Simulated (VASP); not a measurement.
The system is Al4B3Sb.

```
Al B Sb
1.0
     3.53780    0.00000    0.00000
    -1.76890    3.06382    0.00000
     0.00000    0.00000    9.22464
Al B Sb
4 3 1
Direct
  0.33333 0.66667 0.85982
  0.33333 0.66667 0.37591
  0.66667 0.33333 0.14018
  0.66667 0.33333 0.62409
  0.00000 0.00000 0.50000
  0.00000 0.00000 0.26041
  0.00000 0.00000 0.73959
  0.00000 0.00000 0.00000
```

The cell was built from a structure type or drawn by symmetry, and may not be a known phase.

* Program: VASP 6.6.1
* Task: relaxation of cell and atoms
* Functional: PBE
* Potentials or basis: VASP PAW PBE potentials, release 64 (Al, B, Sb)
* Cutoff: 600 eV
* k mesh: 5 × 5 × 2
* Occupations: gaussian, width 0.2 eV
* Spin: no spin polarisation

At the start: pressure 24.1 GPa; volume 12.50 Å³/atom.

Task: How do energy, volume and symmetry change on relaxing?

Result: Over 15 steps the energy falls by 664.7 meV/atom and the volume is 14.13 Å³/atom (+13.1 %); space group P-3m1 (No. 164, to 0.1 Å) before and after.

The path:
| step | energy change (eV) | largest force (eV/Å) | pressure (GPa) | volume (Å³) |
| --- | --- | --- | --- | --- |
| 1 | 0.0000 | 5.8484 | 24.08 | 99.99 |
| 2 | -2.4831 | 1.3557 | -10.80 | 129.70 |
| 3 | -2.6398 | 1.9818 | -6.34 | 122.33 |
| 4 | -3.4312 | 1.2830 | -3.68 | 116.51 |
| 5 | -4.0852 | 1.5092 | 5.70 | 106.02 |
| 6 | -4.6080 | 1.4419 | 3.62 | 107.68 |
| 7 | -4.9455 | 1.2456 | 2.74 | 109.92 |
| 8 | -4.9553 | 1.2620 | 2.81 | 110.37 |
| 9 | -5.1567 | 0.6772 | -1.93 | 114.63 |
| 10 | -5.1678 | 0.6134 | -3.11 | 115.90 |
| 11 | -5.2829 | 0.4318 | -0.16 | 112.69 |
| 12 | -5.2919 | 0.4236 | 1.08 | 111.55 |
| 13 | -5.3150 | 0.1338 | 0.38 | 112.51 |
| 14 | -5.3161 | 0.0903 | 0.20 | 112.77 |
| 15 | -5.3176 | 0.0259 | -0.12 | 113.07 |

Final structure:
```xyz
8
Lattice="3.5097 0.0000 0.0000 -1.7549 3.0395 0.0000 0.0000 0.0000 10.5991" Properties=species:S:1:pos:R:3 pbc="T T T"
Al    0.0000    2.0263    8.3531
Al    0.0000    2.0263    4.1751
Al    1.7549    1.0132    2.2460
Al    1.7549    1.0132    6.4240
B     0.0000    0.0000    5.2996
B     0.0000    0.0000    3.4845
B     0.0000    0.0000    7.1146
Sb    0.0000    0.0000    0.0000
```

Caveat: the k points lie up to 0.41 Å⁻¹ apart in the final cell, too coarse for converged energies and pressures of a metal.
